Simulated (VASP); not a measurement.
A run of VASP 6.6.1:

File INCAR:

```
PREC = Accurate
ENCUT = 520
EDIFF = 1E-7
ISMEAR = 0
SIGMA = 0.15
LREAL = F
LASPH = T
NELM = 80
ALGO = Fast
ISIF = 2
LWAVE = F
LCHARG = F
GGA = CA
NBANDS = 42
```

KPOINTS

```
Automatic mesh
0
Gamma
  14 14 4
```

Contents of POSCAR:

```
TaN
1.0
   -3.1035877079      0.0000000000      0.0000000000
   -1.5517938539     -2.6877857979      0.0000000000
   -0.6465807725     -0.6719464495     12.0200957435
Ta N
4 4
Direct
    0.2567812372      0.1036770450      0.9186251535
    0.2984479039      0.2286770450      0.4186251535
    0.6526145705      0.6245103783      0.1686251535
    0.6109479039      0.4995103783      0.6686251535
    0.3265520961      0.3129896217      0.0813748465
    0.2848854295      0.1879896217      0.5813748465
    0.6390520961      0.5838229550      0.3313748465
    0.5973854295      0.4588229550      0.8313748465
```

Potentials or basis: VASP PAW LDA potentials, release 64 (Ta_pv, N).

Run with:

```bash
$ cat potpaw_LDA.64/Ta_pv/POTCAR potpaw_LDA.64/N/POTCAR > POTCAR
$ mpirun -np 1 vasp_std > vasp.out
```

Hardware: 1 thread of Oxide Virtual Turin-like Processor (shared host).

Q: Estimate the wall time of this run.

A: Wall time 50 min on 1 thread of Oxide Virtual Turin-like Processor, on a shared host, peak memory 1.1 GiB. Counts: scf iterations 19, k points 396.
